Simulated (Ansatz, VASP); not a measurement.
## BeS in VASP and in Ansatz

```xyz
2
Lattice="0.0000 2.5560 2.5560 2.5560 0.0000 2.5560 2.5560 2.5560 0.0000" Properties=species:S:1:pos:R:3 pbc="T T T"
Be    0.0000    0.0000    0.0000
S     1.2780    1.2780    1.2780
```

Change from the starting cell: hydrostatic strain +5.0%.

Alike in both runs: task single point; functional PBE; k mesh 10 × 10 × 10; occupations fermi-dirac, width 0.02 eV; no spin polarisation.

```csv
,VASP,Ansatz
version,VASP 6.6.1,Ansatz 0.2.0
potentials or method,"VASP PAW PBE potentials, release 64 (Be, S)","plane waves, PAW"
plane-wave cutoff (eV),520,420
valence electrons in the cell,8,8
```

Ansatz gave:

| Quantity | Value |
| --- | --- |
| gap on the k mesh at the Fermi level (eV) | 3.41 |
| pressure (GPa) | -10.1 |

**Question.** Estimate VASP's values.

**Answer.** gap on the k mesh at the Fermi level (eV): 3.41; pressure (GPa): -10.0.
